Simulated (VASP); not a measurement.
Runs of VASP 6.6.1 on MgS. The structure is that of space group Fm-3m (No. 225), or close to it. The cells are those of the table. 

| task | level | cell | k mesh | cutoff (eV) | smearing | grid for exact exchange (PRECFOCK) | share of exact exchange | screening parameter | gap on the mesh (eV) | pressure (GPa) |
| --- | --- | --- | --- | --- | --- | --- | --- | --- | --- | --- |
| single point | HSE06 | a = 3.679 Å, angles 60.0°, 2 atoms | 6 × 6 × 6 | 520 | gaussian 0.01 eV | Normal | 0.25 | 0.2079 1/Å | (b) | -0.7 |
| relaxation of cell and atoms | r2SCAN | relaxed from a = 3.698 Å, angles 60.0°, 2 atoms | 8 × 8 × 8 | 600 | fermi-dirac 0.02 eV | - | - | - | 3.44 | 0.0 |
| single point | PBE0 | a = 3.679 Å, angles 60.0°, 2 atoms | 6 × 6 × 6 | 520 | gaussian 0.01 eV | Normal | 0.25 | - | (a) | -0.7 |
| single point | HF | a = 3.679 Å, angles 60.0°, 2 atoms | 6 × 6 × 6 | 520 | gaussian 0.01 eV | Normal | 1 | - | 10.16 | 3.5 |

Alike in all rows: no spin polarisation.

Problem. Fill in the values left out.

Solution. (a) 4.49; (b) 3.75.

Caveats: the PAW data sets were made with another functional, which shifts forces and pressure a little; the cell stands under pressure (at least some runs).

A k mesh can miss the band edges.
